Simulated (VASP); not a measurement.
**TePb: single point with PBE**

TePb:

```
Pb Te
1.0
     4.57081    0.00000    0.00000
    -2.28541    3.95844    0.00000
     0.00000    0.00000    7.96208
Pb Te
2 2
Direct
  0.00000 0.00000 0.00000
  0.00000 0.00000 0.50000
  0.33333 0.66667 0.25000
  0.66667 0.33333 0.75000
```

```json
{"Program": "VASP 6.6.1", "Task": "single point", "Functional": "PBE", "Potentials or basis": "VASP PAW PBE potentials, release 64 (Pb_d, Te)", "Cutoff": "520 eV", "k mesh": "8 × 8 × 6", "Occupations": "gaussian, width 0.05 eV", "Spin": "no spin polarisation"}
```

| Property | Result |
| --- | --- |
| Pressure | 0.0 GPa |
| Band gap on the k mesh | 0.21 eV (least direct gap 0.22 eV) |

Levels at points of the mesh, in eV from the valence-band top:
```
           k point  band 17  band 18  band 19  band 20  band 21  band 22  band 23  band 24
(0.00, 0.00, 0.00)    -1.48    -0.95    -0.95    -0.01     0.21     2.10     2.10     2.44
(0.50, 0.00, 0.00)    -2.70    -1.10    -1.09    -0.91     0.32     1.03     2.09     3.70
(0.00, 0.00, 0.50)    -1.22    -1.22    -1.22    -1.22     2.17     2.17     2.18     2.18
(0.50, 0.00, 0.50)    -2.36    -2.36    -2.12    -2.12     2.09     2.09     2.83     2.83
```

It took 4.5 min on 1 thread of Intel Xeon 8259CL, with other jobs on the host, peak memory 0.34 GiB.

Caveat: spin-orbit coupling is left out, which moves the levels of the heavy elements. A k mesh can miss the band edges.
